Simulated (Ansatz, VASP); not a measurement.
V: VASP beside Ansatz

INCAR

```
ALGO     = Normal         # electronic algorithm
EDIFF    = 1E-6           # SCF threshold, eV
ENCUT    = 520            # plane-wave cutoff, eV
GGA      = PE             # functional
ISIF     = 2              # what is computed and relaxed
ISMEAR   = -1             # smearing method
ISPIN    = 2              # spin polarisation
LASPH    = T              # aspherical terms in the spheres
LCHARG   = F              # write CHGCAR
LMAXMIX  = 4              # l up to which the mixer works
LORBIT   = 11             # projections on sites
LREAL    = F              # projectors in reciprocal space
LWAVE    = F              # write WAVECAR
MAGMOM   = 1.5            # initial moments
NBANDS   = 16             # bands
NELM     = 150            # most SCF steps
PREC     = Accurate       # precision mode
SIGMA    = 0.03           # smearing width, eV
```

Contents of KPOINTS:

```
k-points
0
Gamma
  19 19 19
```

The input POSCAR:

```
V
1.0
   -1.5130000000      1.5130000000      1.4978700000
    1.5130000000     -1.5130000000      1.4978700000
    1.5130000000      1.5130000000     -1.4978700000
V
1
Direct
    0.0000000000      0.0000000000      0.0000000000
```

Input for Ansatz:

```yaml
crystal:
  lattice:
    - [-1.513, 1.513, 1.49787]
    - [1.513, -1.513, 1.49787]
    - [1.513, 1.513, -1.49787]
  atoms:
    - { symbol: V, position: [0.0, 0.0, 0.0], spin: 1.5 }
magnetization:
  spin_polarized: true
kpoints:
  mp_grid: { grid: [19, 19, 19] }
  band_path:
    path:
      - [0.0, 0.0, 0.0]
      - [0.0, 0.0, 0.5]
      - [-0.5, 0.5, 0.5]
      - [0.0, 0.0, 0.0]
      - [0.495025, 0.495025, -0.495025]
      - [-0.495025, 0.504975, 0.495025]
      - [-0.5, 0.5, 0.5]
      - [0.0, 0.0, 0.5]
      - [0.25, 0.25, 0.25]
    npoints: 5
scf:
  occupations: { method: fermi_dirac, width: 0.03 }
hamiltonian:
  xc: pbe
  pseudopotentials: { kind: all_electron, lapw: { basis_error: 0.001 } }
output:
  forces: true
  stress: true
  eigenvalues: true
```

Change from the starting cell: zz strain of -1 %.

Alike in both runs: task single point; functional PBE; k mesh 19 × 19 × 19; occupations fermi-dirac, width 0.03 eV; collinear spin.

```csv
,VASP,Ansatz
version,VASP 6.6.1,Ansatz 0.2.0
potentials or method,"VASP PAW PBE potentials, release 64 (V_sv), cutoff 520 eV","all-electron LAPW, scalar-relativistic"
```

VASP gave:

```
pressure (GPa)                                                : -3.2
traceless stress, the component that is largest in VASP (GPa) : 0.83
net moment per atom (μB)                                      : 0.00
```

Task: Estimate Ansatz's values.

Result: Pressure (GPa): -3.5; traceless stress, the component that is largest in VASP (GPa): 0.83; net moment per atom (μB): 0.00.

Ansatz ran all-electron here, and VASP with PAW potentials. Ansatz's warnings: seeded moment not kept.
